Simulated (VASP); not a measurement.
# SnF (P4/mmm) in VASP: a series of runs, part 2 of 2

VASP 6.6.1.

**3. Single point, PBE**

This run uses another cell than the first one, of 21.83 Å³/atom.

Contents of INCAR:

```
SYSTEM = SnF
  PREC = Accurate
  ENCUT = 600
  EDIFF = 1E-6
  ISMEAR = 0
  SIGMA = 0.1
  LREAL = .FALSE.
  LASPH = .TRUE.
  NELM = 120
  ALGO = Normal
  ISIF = 2
  LWAVE = .FALSE.
  LCHARG = .FALSE.
  GGA = PE
  NBANDS = 18
  GGA_COMPAT = .FALSE.
```

Contents of KPOINTS:

```
Automatic mesh
0
G
  6 6 4
  0 0 0
```

Contents of POSCAR:

```
SnF
1.0
    3.1337511334      0.0000000000      0.0000000000
    0.0000000000      3.1337511334      0.0000000000
    0.0000000000      0.0000000000      4.4464793483
Sn F
1 1
Direct
    0.0000000000      0.0000000000      0.0000000000
    0.0000000000      0.0000000000      0.5000000000
```

Potentials or basis: VASP PAW PBE potentials, release 64 (Sn_d, F).

Launch:

```sh
> cat potpaw_PBE.64/Sn_d/POTCAR potpaw_PBE.64/F/POTCAR > POTCAR
> mpirun -np 1 vasp_std > vasp.out
```

OUTCAR:

```text
SYSTEM = SnF
   PREC = Accurate
   ENCUT = 600
   EDIFF = 1E-6
   ISMEAR = 0
   LREAL = .FALSE.
   LASPH = .TRUE.
   NELM = 120
   ISIF = 2
   GGA = PE

 ion  position               nearest neighbor table
   1  0.000  0.000  0.000-   2 2.22   2 2.22
   2  0.000  0.000  0.500-   1 2.22   1 2.22

  LATTYP: Found a simple tetragonal cell.
 ALAT       =     3.1337511334
 C/A-ratio  =     1.4188999570

  Lattice vectors:

 A1 = (   3.1337511334,   0.0000000000,   0.0000000000)
 A2 = (   0.0000000000,   3.1337511334,   0.0000000000)
 A3 = (   0.0000000000,   0.0000000000,   4.4464793483)

Analysis of symmetry for initial positions (statically):
=====================================================================
 Subroutine PRICEL returns:
 Original cell was already a primitive cell.

 Routine SETGRP: Setting up the symmetry group for a
 simple tetragonal supercell.

 Subroutine GETGRP returns: Found 16 space group operations
 (whereof 16 operations were pure point group operations)
 out of a pool of 16 trial point group operations.

The static configuration has the point symmetry D_4h.

Analysis of symmetry for dynamics (positions and initial velocities):
=====================================================================
 Subroutine PRICEL returns:
 Original cell was already a primitive cell.

 Routine SETGRP: Setting up the symmetry group for a
 simple tetragonal supercell.

 Subroutine GETGRP returns: Found 16 space group operations
 (whereof 16 operations were pure point group operations)
 out of a pool of 16 trial point group operations.

The dynamic configuration has the point symmetry D_4h.

 Subroutine INISYM returns: Found 16 space group operations
 (whereof 16 operations are pure point group operations),
 and found     1 'primitive' translations

----------------------------------------------------------------------------------------

                                     Primitive cell

  volume of cell :      43.6662
[... 108 lines left out ...]
     AMIX     =   0.40;   BMIX     =  1.00
     AMIX_MAG =   1.60;   BMIX_MAG =  1.00
  volume/ion in A,a.u.               =      21.83       147.34
  Fermi-wavevector in a.u.,A,eV,Ry     =   1.282624  2.423809 22.383290  1.645125
  Thomas-Fermi vector in A             =   2.414925
   LORBIT       =      0    0 simple, 1 ext, 2 COOP (PROOUT), +10 PAW based schemes
   GGA     = PE    functional components
   LHFCALC =     F    Hartree Fock is set to
   AEXX    =    0.0000 exact exchange contribution
   IVDW    =     0    specifies the selected vdW correction
   LEPSILON=     F    determine dielectric tensor
   LRPA    =     F    only Hartree local field effects (RPA)
 non-spin polarized calculation
 Gauss-broadening in eV      SIGMA  =   0.10
  energy-cutoff  :      600.00
  volume of cell :       43.67
 maximum number of plane-waves:      1480
 NGX is ok and might be reduce to    28
   NGX = 13   NGY = 13   NGZ = 17

 number of electron      20.9999994 magnetization

 Free energy of the ion-electron system (eV)
  ---------------------------------------------------
  ext. energy  EPLUGINS =         0.00000000
  ---------------------------------------------------
  free energy    TOTEN  =        -8.58113773 eV

  energy without entropy =       -8.57235884  energy(sigma->0) =       -8.57674828

 E-fermi :   4.1968     XC(G=0):  -9.0576

 val. band max:        4.0918103770   @ k =   0.5000   0.5000   0.0000
 cond. band min:       4.1998435502   @ k =   0.3333   0.1667   0.2500
 fundamental gap:      0.1080331731
 Fermi energy:         4.1967572331

 k-point     1 :       0.0000    0.0000    0.0000
  band No.  band energies     occupation
      1     -19.3988      2.00000
      2     -17.4190      2.00000
      3     -17.1750      2.00000
      4     -17.1750      2.00000
      5     -17.1071      2.00000
      6     -16.8888      2.00000
[... 481 lines left out ...]
      5     -17.1717      2.00000
      6     -17.1368      2.00000
[... 10 lines left out ...]
     17      18.8678      0.00000
     18      19.1844      0.00000

 [... further k-points ...]

------------------------ aborting loop because EDIFF is reached ----------------------------------------

  FORCE on cell =-STRESS in cart. coord.  units (eV):
  Direction    XX          YY          ZZ          XY          YZ          ZX
  --------------------------------------------------------------------------------------
  -------------------------------------------------------------------------------------
  Total       -0.0294491     -0.0294491      0.0961269      0.0000000      0.0000000      0.0000000
  in kB       -1.0805316     -1.0805316      3.5270404      0.0000000      0.0000000      0.0000000
  external PRESSURE =       0.4553257 kB  Pullay stress =       0.0000000 kB

 VOLUME and BASIS-vectors are now :
 -----------------------------------------------------------------------------
  energy-cutoff  :      600.00
  volume of cell :       43.67
      direct lattice vectors                 reciprocal lattice vectors
     3.133751133  0.000000000  0.000000000     0.319106386  0.000000000  0.000000000
     0.000000000  3.133751133  0.000000000     0.000000000  0.319106386  0.000000000
     0.000000000  0.000000000  4.446479348     0.000000000  0.000000000  0.224897030

 POSITION                                       TOTAL-FORCE (eV/Angst)
 -----------------------------------------------------------------------------------
      0.00000      0.00000      0.00000         0.000000      0.000000      0.000000
      0.00000      0.00000      2.22324         0.000000      0.000000      0.000000
 -----------------------------------------------------------------------------------
    total drift:                               -0.000000     -0.000000      0.000000

  FREE ENERGIE OF THE ION-ELECTRON SYSTEM (eV)
  ---------------------------------------------------
  free  energy   TOTEN  =        -8.5811377281 eV

  energy  without entropy=       -8.5723588404  energy(sigma->0) =       -8.57674828
```

Run time: 13 s. Hardware: 1 thread of Intel Xeon Platinum 8488C (Sapphire Rapids), shared host; peak memory 0.18 GiB.

Results:

```yaml
Free_energy: -8.5811 eV
Pressure: 0.0 GPa
Band_gap_on_the_k_mesh: zero (an odd number of electrons rules out a gap without spin polarisation)
```

Stress tensor (GPa, compression positive):
```
-0.11  0.00  0.00
 0.00 -0.11  0.00
 0.00  0.00  0.35
```

Caveat: spin-orbit coupling is left out, which moves the levels of the heavy elements; an odd number of electrons without spin polarisation forces a metal; a magnetic or distorted state may lie lower.

The gap in the log of VASP goes by the Fermi energy; the results here count the filled bands.